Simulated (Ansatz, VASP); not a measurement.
# Two plane-wave programs on WC

The input INCAR:

```
SYSTEM = WC
PREC = Accurate
ENCUT = 600
EDIFF = 1E-6
ISMEAR = -1
SIGMA = 0.05
LREAL = .FALSE.
LASPH = .TRUE.
NELM = 100
ALGO = Normal
ISIF = 3
LWAVE = .FALSE.
LCHARG = .FALSE.
GGA = RE
IBRION = 2
NSW = 60
EDIFFG = -0.01
```

File KPOINTS:

```
Automatic mesh
0
G
  10 10 10
  0 0 0
```

Contents of POSCAR:

```
WC
1.0
    0.0000000000      2.1926840000      2.1926840000
    2.1926840000      0.0000000000      2.1926840000
    2.1926840000      2.1926840000      0.0000000000
W C
1 1
Direct
    0.0000000000      0.0000000000      0.0000000000
    0.5000000000      0.5000000000      0.5000000000
```

Contents of input.yaml:

```yaml
crystal:
  lattice:
    - [0.0, 2.192684, 2.192684]
    - [2.192684, 0.0, 2.192684]
    - [2.192684, 2.192684, 0.0]
  atoms:
    - { symbol: W, position: [0.0, 0.0, 0.0] }
    - { symbol: C, position: [0.5, 0.5, 0.5] }
hamiltonian:
  xc: revpbe
  pseudopotentials: { kind: paw }
kpoints:
  mp_grid: { grid: [10, 10, 10] }
scf:
  occupations: { method: fermi_dirac, width: 0.05 }
output:
  forces: true
  stress: true
  eigenvalues: true
  write_density: true
  write_potential: true
  elf: true
  volumetric_format: npy
relax:
  f_tol: 0.01
  max_steps: 40
  cell: { stress_tol: 0.05 }
```

Alike in both runs: task relaxation of cell and atoms; functional revPBE; k mesh 10 × 10 × 10; occupations fermi-dirac, width 0.05 eV; no spin polarisation.

|  | VASP | Ansatz |
| --- | --- | --- |
| version | VASP 6.6.1 | Ansatz 0.2.0 |
| potentials or method | VASP PAW PBE potentials, release 64 (W_sv, C) | Ansatz PAW |
| plane-wave cutoff (eV) | 600 | 420 |
| valence electrons in the cell | 18 | 18 |

```tsv
	VASP	Ansatz	Ansatz less VASP
gap on the k mesh at the Fermi level, each at its own relaxed structure (eV)	none	none	-
relaxed volume (Å³/atom)	10.61	10.59	-0.022
relaxed cell length with the largest relative difference (Å)	3.108	3.106	-0.0021
```

VASP's potentials were made for PBE, not for revPBE. A gap of «none» marks a metal or a gap that the smearing closes.

Spin-orbit coupling is off throughout. Noted on VASP's run: too few bands were computed for a metal, which touches its energy and stress. Noted on Ansatz's run: the plane-wave basis is chosen anew once the cell has moved, so the energies of steps on either side of that aren't comparable.
